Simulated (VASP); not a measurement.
# SiB6 in VASP: notebook, part 2 of 2

VASP 6.6.1. The steps go on from the part before.

## Step 4: Single point, PBE

INCAR reads:

```
ALGO = Normal
EDIFF = 1E-6
ENCUT = 520
GGA = PE
ISIF = 2
ISMEAR = 0
LASPH = True
LCHARG = True
LELF = True
LREAL = False
LVHAR = True
LWAVE = False
NBANDS = 20
NELM = 100
PREC = Accurate
SIGMA = 0.1
```

KPOINTS reads:

```
k-points
0
Gamma
  12 12 12
```

POSCAR reads:

```
SiB6
1.0
    2.9251076779      1.6888117052      2.4953310656
   -2.9251076779      1.6888117052      2.4953310656
    0.0000000000     -3.3776234104      2.4953310657
Si B
1 6
Direct
    0.8702915634      0.8702915634      0.8702915634
    0.5294601580      0.5294601580      0.2256198251
    0.5294601580      0.2256198251      0.5294601580
    0.5119224294      0.5119224294      0.8214751380
    0.5119224294      0.8214751380      0.5119224294
    0.8214751380      0.5119224294      0.5119224294
    0.2256198251      0.5294601580      0.5294601580
```

Potentials or basis: VASP PAW PBE potentials, release 64 (Si, B).

Launch:

```
cat potpaw_PBE.64/Si/POTCAR potpaw_PBE.64/B/POTCAR > POTCAR
mpirun -np 1 vasp_std > vasp.out
```

OUTCAR:

```text
EDIFF = 1E-6
   ENCUT = 520
   GGA = PE
   ISIF = 2
   ISMEAR = 0
   LASPH = True
   LREAL = False
   NELM = 100
   PREC = Accurate

 ion  position               nearest neighbor table
   1  0.870  0.870  0.870-   4 2.18   5 2.18   6 2.18   2 2.49   3 2.49   7 2.49
   2  0.529  0.529  0.226-   4 1.70   5 1.74   6 1.74   3 1.78   7 1.78   1 2.49
   3  0.529  0.226  0.529-   5 1.70   6 1.74   4 1.74   2 1.78   7 1.78   1 2.49
   4  0.512  0.512  0.821-   2 1.70   3 1.74   7 1.74   6 1.81   5 1.81   1 2.18
   5  0.512  0.821  0.512-   3 1.70   7 1.74   2 1.74   4 1.81   6 1.81   1 2.18
[... 764 lines left out ...]
  Total       -0.0015161     -0.0015161     -0.0253304      0.0000000      0.0000000      0.0000000
  in kB       -0.0328431     -0.0328431     -0.5487194      0.0000000      0.0000000      0.0000000
  external PRESSURE =      -0.2048018 kB  Pullay stress =       0.0000000 kB

 VOLUME and BASIS-vectors are now :
 -----------------------------------------------------------------------------
  energy-cutoff  :      520.00
  volume of cell :       73.96
      direct lattice vectors                 reciprocal lattice vectors
     2.925107678  1.688811705  2.495331066     0.170933878  0.098688721  0.133582809
    -2.925107678  1.688811705  2.495331066    -0.170933878  0.098688721  0.133582809
     0.000000000 -3.377623410  2.495331066     0.000000000 -0.197377441  0.133582809

 POSITION                                       TOTAL-FORCE (eV/Angst)
 -----------------------------------------------------------------------------------
      0.00000      0.00000      6.51500         0.000000     -0.000000     -0.018386
      0.00000      1.02626      3.20535         0.000000      0.014828     -0.008732
      0.88877     -0.51313      3.20535         0.012841     -0.007414     -0.008732
      0.00000     -1.04555      4.60468         0.000000     -0.010671      0.014861
     -0.90548      0.52278      4.60468        -0.009242      0.005336      0.014861
      0.90548      0.52278      4.60468         0.009242      0.005336      0.014861
     -0.88877     -0.51313      3.20535        -0.012841     -0.007414     -0.008732
 -----------------------------------------------------------------------------------
    total drift:                               -0.000000     -0.000000      0.000062

  FREE ENERGIE OF THE ION-ELECTRON SYSTEM (eV)
  ---------------------------------------------------
  free  energy   TOTEN  =       -43.5323197962 eV

  energy  without entropy=      -43.5315244536  energy(sigma->0) =      -43.53192212
```

OSZICAR:

```text
N       E                     dE             d eps       ncg     rms          rms(c)
DAV:   1     0.426306151780E+02    0.42631E+02   -0.96042E+03  7560   0.955E+02
DAV:   2    -0.452609730659E+02   -0.87892E+02   -0.84548E+02  9724   0.181E+02
DAV:   3    -0.486497700509E+02   -0.33888E+01   -0.33652E+01 10212   0.333E+01
DAV:   4    -0.486758652892E+02   -0.26095E-01   -0.26079E-01 10248   0.318E+00
DAV:   5    -0.486762007268E+02   -0.33544E-03   -0.33541E-03  9956   0.352E-01    0.940E+00
DAV:   6    -0.440664296559E+02    0.46098E+01   -0.64341E+00  8740   0.135E+01    0.482E+00
DAV:   7    -0.435451816384E+02    0.52125E+00   -0.29080E+00 10088   0.857E+00    0.172E+00
DAV:   8    -0.435439494960E+02    0.12321E-02   -0.35274E-01  8620   0.349E+00    0.761E-01
DAV:   9    -0.435320677041E+02    0.11882E-01   -0.69172E-02  8864   0.158E+00    0.234E-01
DAV:  10    -0.435321349405E+02   -0.67236E-04   -0.63386E-03  8828   0.470E-01    0.137E-01
DAV:  11    -0.435322848638E+02   -0.14992E-03   -0.97731E-04  9748   0.179E-01    0.291E-02
DAV:  12    -0.435323056656E+02   -0.20802E-04   -0.88664E-05  9592   0.549E-02    0.138E-02
DAV:  13    -0.435323204055E+02   -0.14740E-04   -0.25270E-05  9324   0.286E-02    0.121E-02
DAV:  14    -0.435323197962E+02    0.60930E-06   -0.12544E-06  7288   0.683E-03
   1 F= -.43532320E+02 E0= -.43531922E+02  d E =-.795343E-03
```

stdout:

```text
POSCAR found type information on POSCAR SiB
 POSCAR found :  2 types and       7 ions
 scaLAPACK will be used
 LDA part: xc-table for (Slater+PW92), standard interpolation
 POSCAR, INCAR and KPOINTS ok, starting setup
 FFT: planning ... GRIDC
 FFT: planning ... GRID_SOFT
 FFT: planning ... GRID
 WAVECAR not read
 entering main loop
```

It took 4.5 min on 1 thread of Intel Xeon 8259CL, shared host; peak memory 0.33 GiB.

Results:

| Item | Value |
| --- | --- |
| Free energy | -43.5323 eV |
| Pressure | 0.0 GPa |
| Largest force | 0.018 eV/Å |

Forces in eV/Å, atoms in the order of the input:
```
Si   0.000  0.000 -0.018
B    0.000  0.015 -0.009
B    0.013 -0.007 -0.009
B    0.000 -0.011  0.015
B   -0.009  0.005  0.015
B    0.009  0.005  0.015
B   -0.013 -0.007 -0.009
```

Levels at points of the mesh, in eV from the Fermi level:
```tsv
k point	band 9	band 10	band 11	band 12	band 13	band 14
(0.00, 0.00, 0.00)	-0.54	-0.11	-0.11	1.53	1.53	3.24
(0.50, 0.00, 0.00)	-2.19	-1.55	-0.06	-0.03	3.30	4.10
(0.50, 0.50, 0.00)	-1.69	-1.55	-1.00	1.85	2.13	4.63
(0.50, 0.50, 0.50)	-1.36	-1.36	-0.69	4.87	4.88	4.88
```

## Step 5: The runs side by side

| cell | k mesh | smearing | pressure (GPa) | largest force (eV/Å) |
| --- | --- | --- | --- | --- |
| a = 4.197 Å, angles 88.3°, 7 atoms, atomic positions A | 6 × 6 × 6 | gaussian 0.1 eV | 0.1 | 0.02 |
| a = 4.197 Å, angles 91.7, 91.7, 88.4°, 7 atoms, atomic positions B | 6 × 6 × 6 | gaussian 0.2 eV | 0.1 | 0.03 |
| a = 4.199 Å, angles 88.3°, 7 atoms, atomic positions A | 12 × 12 × 12 | gaussian 0.1 eV | 0.0 | 0.02 |

Alike in all rows: task single point; level PBE; potentials or basis VASP PAW PBE potentials, release 64 (Si, B); no spin polarisation; cutoff (eV) 520.

Absolute energies hang on the potentials; compare differences alone.
